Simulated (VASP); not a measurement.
# S (P4_2/mnm) in VASP: notebook, part 2 of 3

VASP 6.6.1. Earlier steps stand in the parts before.

**3. Single point, PBEsol**

This run uses another cell than the first one, of 14.47 Å³/atom, 1.085 times its volume.

The input, INCAR:

```
SYSTEM = S
PREC     = Accurate       ! precision mode
ENCUT    = 520            ! plane-wave cutoff, eV
EDIFF    = 1E-7           ! SCF threshold, eV
ISMEAR   = 0              ! smearing method
SIGMA    = 0.05           ! smearing width, eV
LREAL    = .False.        ! projectors in reciprocal space
LASPH    = .True.         ! aspherical terms in the spheres
NELM     = 100            ! most SCF steps
ALGO     = Normal         ! electronic algorithm
ISIF     = 2              ! what is computed and relaxed
LWAVE    = .False.        ! write WAVECAR
LCHARG   = .True.         ! write CHGCAR
GGA      = PS             ! functional
LELF     = .True.         ! ELF
LVHAR    = .True.       
NBANDS   = 20             ! bands
```

The input, KPOINTS:

```
Automatic mesh
0
Gamma
  4 4 7
  0 0 0
```

The input, POSCAR:

```
S
1.0
    4.8352831949      0.0000000000      0.0000000000
    0.0000000000      4.8352831949      0.0000000000
    0.0000000000      0.0000000000      2.4757963400
S
4
Direct
    0.8567628537      0.8567628537      0.5000000000
    0.1432371463      0.1432371463      0.5000000000
    0.3567628537      0.6432371463      0.0000000000
    0.6432371463      0.3567628537      0.0000000000
```

Potentials or basis: VASP PAW PBE potentials, release 64 (S).

Command:

```sh
cat potpaw_PBE.64/S/POTCAR > POTCAR
mpirun -np 1 vasp_std > vasp.out
```

OUTCAR:

```text
SYSTEM = S
   PREC = Accurate
   ENCUT = 520
   EDIFF = 1E-7
   ISMEAR = 0
   LREAL = .False.
   LASPH = .True.
   NELM = 100
   ISIF = 2
   GGA = PS

 ion  position               nearest neighbor table
   1  0.857  0.857  0.500-   2 1.96
   2  0.143  0.143  0.500-   1 1.96
   3  0.357  0.643  0.000-   4 1.96
   4  0.643  0.357  0.000-   3 1.96

  LATTYP: Found a simple tetragonal cell.
 ALAT       =     4.8352831949
 C/A-ratio  =     0.5120271637

  Lattice vectors:

 A1 = (   4.8352831949,   0.0000000000,   0.0000000000)
 A2 = (   0.0000000000,   4.8352831949,   0.0000000000)
 A3 = (   0.0000000000,   0.0000000000,   2.4757963400)

Analysis of symmetry for initial positions (statically):
=====================================================================
 Subroutine PRICEL returns:
 Original cell was already a primitive cell.

 Routine SETGRP: Setting up the symmetry group for a
 simple tetragonal supercell.

 Subroutine GETGRP returns: Found 16 space group operations
 (whereof  8 operations were pure point group operations)
 out of a pool of 16 trial point group operations.

The static configuration has the point symmetry D_2h.
 The point group associated with its full space group is D_4h.

Analysis of symmetry for dynamics (positions and initial velocities):
=====================================================================
 Subroutine PRICEL returns:
 Original cell was already a primitive cell.

 Routine SETGRP: Setting up the symmetry group for a
 simple tetragonal supercell.

 Subroutine GETGRP returns: Found 16 space group operations
 (whereof  8 operations were pure point group operations)
 out of a pool of 16 trial point group operations.

[... 117 lines left out ...]
   EMIN   =  10.00;   EMAX   =-10.00  energy-range for DOS
   EFERMI =   0.00;   METHOD = LEGACY
   ISMEAR =     0;   SIGMA  =   0.05  broadening in eV -4-tet -1-fermi 0-gaus
   EFERMI_NEDOS =   21; number of points for ismear=-14 and -15
   IALGO  =     38    algorithm
   IMIX   =      4    mixing-type and parameters
     AMIX     =   0.40;   BMIX     =  1.00
     AMIX_MAG =   1.60;   BMIX_MAG =  1.00
  volume/ion in A,a.u.               =      14.47        97.66
  Fermi-wavevector in a.u.,A,eV,Ry     =   1.220747  2.306877 20.275718  1.490223
  Thomas-Fermi vector in A             =   2.355954
   LORBIT       =      0    0 simple, 1 ext, 2 COOP (PROOUT), +10 PAW based schemes
   GGA     = PS    functional components
   LHFCALC =     F    Hartree Fock is set to
   AEXX    =    0.0000 exact exchange contribution
   IVDW    =     0    specifies the selected vdW correction
   LEPSILON=     F    determine dielectric tensor
   LRPA    =     F    only Hartree local field effects (RPA)
 non-spin polarized calculation
 Gauss-broadening in eV      SIGMA  =   0.05
  energy-cutoff  :      520.00
  volume of cell :       57.88
 maximum number of plane-waves:      1584
 NGX is ok and might be reduce to    36
   NGX = 17   NGY = 17   NGZ =  9

 number of electron      24.0000000 magnetization

 Free energy of the ion-electron system (eV)
  ---------------------------------------------------
  ext. energy  EPLUGINS =         0.00000000
  ---------------------------------------------------
  free energy    TOTEN  =       -15.60622273 eV

  energy without entropy =      -15.60397868  energy(sigma->0) =      -15.60510070

 E-fermi :   8.7879     XC(G=0): -11.5163

 val. band max:        8.7796805509   @ k =   0.2500   0.0000   0.1429
 cond. band min:       8.8277341791   @ k =   0.0000   0.0000   0.4286
 fundamental gap:      0.0480536281
 Fermi energy:         8.7878745720

 k-point     1 :       0.0000    0.0000    0.0000
  band No.  band energies     occupation
      1     -10.1462      2.00000
      2      -7.6232      2.00000
      3      -4.1827      2.00000
      4      -4.1827      2.00000
      5       2.0462      2.00000
      6       2.6764      2.00000
[... 541 lines left out ...]
     19      16.3115      0.00000
     20      16.3115      0.00000

------------------------ aborting loop because EDIFF is reached ----------------------------------------

  FORCE on cell =-STRESS in cart. coord.  units (eV):
  Direction    XX          YY          ZZ          XY          YZ          ZX
  --------------------------------------------------------------------------------------
  -------------------------------------------------------------------------------------
  Total        6.9472603      6.9472603      7.2553832     -0.0000000      0.0000000      0.0000000
  in kB      192.2938564    192.2938564    200.8224181     -0.0000000      0.0000000      0.0000000
  external PRESSURE =     195.1367103 kB  Pullay stress =       0.0000000 kB

 VOLUME and BASIS-vectors are now :
 -----------------------------------------------------------------------------
  energy-cutoff  :      520.00
  volume of cell :       57.88
      direct lattice vectors                 reciprocal lattice vectors
     4.835283195  0.000000000  0.000000000     0.206813119  0.000000000  0.000000000
     0.000000000  4.835283195  0.000000000     0.000000000  0.206813119  0.000000000
     0.000000000  0.000000000  2.475796340     0.000000000  0.000000000  0.403910444

 POSITION                                       TOTAL-FORCE (eV/Angst)
 -----------------------------------------------------------------------------------
      4.14269      4.14269      1.23790         0.116622      0.116622     -0.000000
      0.69259      0.69259      1.23790        -0.116622     -0.116622      0.000000
      1.72505      3.11023      0.00000         0.116622     -0.116622      0.000000
      3.11023      1.72505      0.00000        -0.116622      0.116622      0.000000
 -----------------------------------------------------------------------------------
    total drift:                                0.000000      0.000000     -0.000000

  FREE ENERGIE OF THE ION-ELECTRON SYSTEM (eV)
  ---------------------------------------------------
  free  energy   TOTEN  =       -15.6062227296 eV

  energy  without entropy=      -15.6039786785  energy(sigma->0) =      -15.60510070
```

Run time: 13 s. Hardware: 1 thread of Intel Xeon Platinum 8375C at 2.90GHz (Ice Lake), shared host; peak memory 0.16 GiB.

What came out:

```yaml
Free_energy: -15.6062 eV
Pressure: 19.5 GPa
Largest_force: 0.165 eV/Å
Band_gap_on_the_k_mesh: zero (band 12 reaches 11.89 eV, above the bottom of band 13 at 6.46 eV)
```

Forces on the atoms (eV/Å):
```
S    0.117  0.117  0.000
S   -0.117 -0.117  0.000
S    0.117 -0.117  0.000
S   -0.117  0.117  0.000
```

Caveat: the k points lie up to 0.36 Å⁻¹ apart; the PAW data sets were made with another functional, which shifts forces and pressure a little.

**4. Single point, PBEsol**

This run uses another cell than the first one, of 16.06 Å³/atom, 1.204 times its volume.

The input, INCAR:

```
PREC = Accurate
ENCUT = 520
EDIFF = 1E-6
ISMEAR = 0
SIGMA = 0.05
LREAL = False
LASPH = True
NELM = 60
ALGO = Normal
ISIF = 2
LWAVE = False
LCHARG = False
GGA = PS
NBANDS = 20
```

The input, KPOINTS:

```
regular mesh
0
Gamma
  4 4 7
```

The input, POSCAR:

```
S
1.0
    5.0238384421      0.0000000000      0.0000000000
    0.0000000000      5.0238384421      0.0000000000
    0.0000000000      0.0000000000      2.5449198475
S
4
Direct
    0.8622661464      0.8622661464      0.5000000000
    0.1377338536      0.1377338536      0.5000000000
    0.3622661464      0.6377338536      0.0000000000
    0.6377338536      0.3622661464      0.0000000000
```

Command:

```sh
cat potpaw_PBE.64/S/POTCAR > POTCAR
mpirun -np 1 vasp_std > vasp.out
```

It took 15 s on 1 thread of Intel Xeon Platinum 8375C at 2.90GHz (Ice Lake), shared host; peak memory 0.17 GiB.

It converged, with:

* Free energy: -16.1848 eV
* Pressure: 9.5 GPa
* Largest force: 0.156 eV/Å
* Band gap on the k mesh: zero (band 12 reaches 9.69 eV, above the bottom of band 13 at 5.55 eV)

Forces on the atoms (eV/Å):
```
S    0.111  0.111  0.000
S   -0.111 -0.111  0.000
S    0.111 -0.111  0.000
S   -0.111  0.111  0.000
```

Stress tensor (GPa, compression positive):
```
 9.28  0.00  0.00
 0.00  9.28  0.00
 0.00  0.00 10.04
```

Levels at points of the mesh, in eV from the Fermi level:
```tsv
k point	band 10	band 11	band 12	band 13	band 14	band 15
(0.00, 0.00, 0.00)	1.22	1.88	2.59	4.80	4.80	5.00
(0.50, 0.00, 0.00)	-1.13	1.82	1.82	2.47	2.47	5.09
(0.50, 0.50, 0.00)	-1.13	1.90	1.90	3.25	3.25	4.87
```

Caveat: the PAW data sets were made with another functional, which shifts forces and pressure a little.

(Part 2 of 3 ends here.)
